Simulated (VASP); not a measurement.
A run of VASP 6.6.1:

File INCAR:

```
SYSTEM = Al2O3
PREC = Accurate
ENCUT = 520
EDIFF = 1E-7
ISMEAR = 0
SIGMA = 0.05
LREAL = .FALSE.
LASPH = .TRUE.
NELM = 80
ALGO = Normal
ISIF = 2
LWAVE = .FALSE.
LCHARG = .FALSE.
GGA = CA
NBANDS = 20
```

The input KPOINTS:

```
Automatic mesh
0
G
  12 12 4
  0 0 0
```

The input POSCAR:

```
Al2O3
1.0
    2.8843249483      0.0000000000      0.0000000000
   -1.4421624742      2.4978986780      0.0000000000
    0.0000000000      0.0000000000      9.1967031431
Al O
2 3
Direct
    0.0000000000      0.0000000000      0.1499923300
    0.0000000000      0.0000000000      0.8500076700
    0.3333333333      0.6666666667      0.2223169200
    0.6666666667      0.3333333333      0.0000000000
    0.3333333333      0.6666666667      0.7776830800
```

Potentials or basis: VASP PAW LDA potentials, release 64 (Al, O).

Run with:

```sh
$ cat potpaw_LDA.64/Al/POTCAR potpaw_LDA.64/O/POTCAR > POTCAR
$ mpirun -np 1 vasp_std > vasp.out
```

Hardware: 1 thread of AMD EPYC 9R45 96-Core Processor (Zen 5), with other jobs on the host.

Q: How long does it take, and how much memory?

A: It took 46 s on 1 thread of AMD EPYC 9R45 96-Core Processor (Zen 5), on a shared host, peak memory 0.16 GiB. Counts: scf iterations 17, k points 57.
